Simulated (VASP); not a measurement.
## TaN: single point with LDA

The system is TaN.

```
Ta N
1.0
     0.00000    2.21132    2.21132
     2.21132    0.00000    2.21132
     2.21132    2.21132    0.00000
Ta N
1 1
Direct
  0.50000 0.50000 0.50000
  0.00000 0.00000 0.00000
```

```
Program                : VASP 6.6.1
Task                   : single point
Functional             : LDA
Potentials or basis    : VASP PAW LDA potentials, release 64 (Ta_sv_GW, N)
Cutoff                 : 600 eV
k mesh                 : 10 × 10 × 10
Occupations            : fermi-dirac, width 0.05 eV
Spin                   : no spin polarisation
Dipole correction      : no
Second run             : valence_matched
Further INCAR settings : ALGO = Normal; EDIFF = 1e-06; NBANDS = 16
```

- Pressure: -16.3 GPa
- Band gap on the k mesh: zero (band 9 reaches 15.05 eV, above the bottom of band 10 at 11.14 eV)

Levels at points of the mesh, in eV from the Fermi level:
```csv
k point,band 7,band 8,band 9,band 10,band 11,band 12
"(0.00, 0.00, 0.00)",-3.73,-3.73,-2.11,-2.11,-2.11,-0.03
"(0.50, 0.00, 0.00)",-7.46,-7.46,1.81,1.81,1.92,3.85
"(0.50, 0.50, 0.00)",-5.37,-4.53,-4.53,1.98,3.41,3.41
```

Run time: 25 s on 1 thread of AMD EPYC 7R43 64-Core Processor (Zen 3) (shared host), peak memory 0.13 GiB.

Caveat: spin-orbit coupling is left out, which moves the levels of the heavy elements.
